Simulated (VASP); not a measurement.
A run of VASP 6.6.1:

Contents of INCAR:

```
PREC = Accurate
ENCUT = 520
EDIFF = 1E-6
ISMEAR = 0
SIGMA = 0.1
LREAL = False
LASPH = True
NELM = 150
ALGO = Normal
ISIF = 2
LWAVE = False
LCHARG = False
ISPIN = 2
MAGMOM = 1 1 1 1 1
LORBIT = 11
GGA = PE
NBANDS = 22
```

File KPOINTS:

```
Automatic mesh
0
Gamma
  6 6 6
```

File POSCAR:

```
C
1.0
    2.4557744500      1.4178420400      1.4558830600
   -2.4557744500      1.4178420400      1.4558830600
    0.0000000000     -2.8356840800      1.4558830600
C
5
Direct
    0.3295443800      0.3295443800      0.3295443800
    0.6704556200      0.6704556200      0.6704556200
    0.6121795600      0.3878204400      0.0000000000
    0.0000000000      0.6121795600      0.3878204400
    0.3878204400      0.0000000000      0.6121795600
```

Potentials or basis: VASP PAW PBE potentials, release 64 (C).

Command:

```console
$ cat potpaw_PBE.64/C/POTCAR > POTCAR
$ mpirun -np 1 vasp_std > vasp.out
```

Hardware: 1 thread of Intel(R) Xeon(R) Platinum 8488C (Sapphire Rapids), on a shared host.

Problem. How long does it take, and how much memory?

Solution. Wall time 19 s on 1 thread of Intel(R) Xeon(R) Platinum 8488C (Sapphire Rapids), on a shared host, peak memory 0.15 GiB. Counts: scf iterations 15, k points 32.
